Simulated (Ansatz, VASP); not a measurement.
**One calculation of W3O, two programs**

```
W O
1.0
     4.83135    0.00000    0.00000
     0.00000    4.83135    0.00000
     0.00000    0.00000    4.83135
W O
6 2
Direct
  0.49916 0.75000 0.00000
  0.00084 0.49916 0.75000
  0.25000 0.00084 0.50000
  0.49916 0.25000 0.00000
  0.00084 0.49916 0.25000
  0.75000 0.00084 0.50000
  0.46670 0.46670 0.50000
  0.03330 0.03330 0.00000
```

Change from the starting cell: mode 1 (-297.1 1/cm) frozen in, largest displacement +0.228 Å.

Alike in both runs: task single point; functional PBEsol; k mesh 8 × 8 × 8; occupations gaussian, width 0.15 eV; no spin polarisation.

|  | VASP | Ansatz |
| --- | --- | --- |
| version | VASP 6.6.1 | Ansatz 0.2.0 |
| potentials or method | VASP PAW PBE potentials, release 64 (W_sv, O), cutoff 520 eV | scalar-relativistic, plane waves, PAW |
| valence electrons in the cell | 96 | 96 |

Ansatz gave:

```
gap on the k mesh at the Fermi level (eV)                     : none
pressure (GPa)                                                : 0.3
traceless stress, the component that is largest in VASP (GPa) : 0.83
rms of the force components (eV/Å)                            : 0.342
```

Estimate VASP's values.

gap on the k mesh at the Fermi level (eV): none; pressure (GPa): 1.4; traceless stress, the component that is largest in VASP (GPa): 0.80; rms of the force components (eV/Å): 0.329.

VASP's potentials were made for PBE, not for PBEsol. Atom by atom the forces differ by 0.014 eV/Å (rms over components). A gap of «none» marks a metal or a gap that the smearing closes. With one functional, cell and mesh, what is left measures potentials, basis and numerics.

Neither program's run includes spin-orbit coupling.
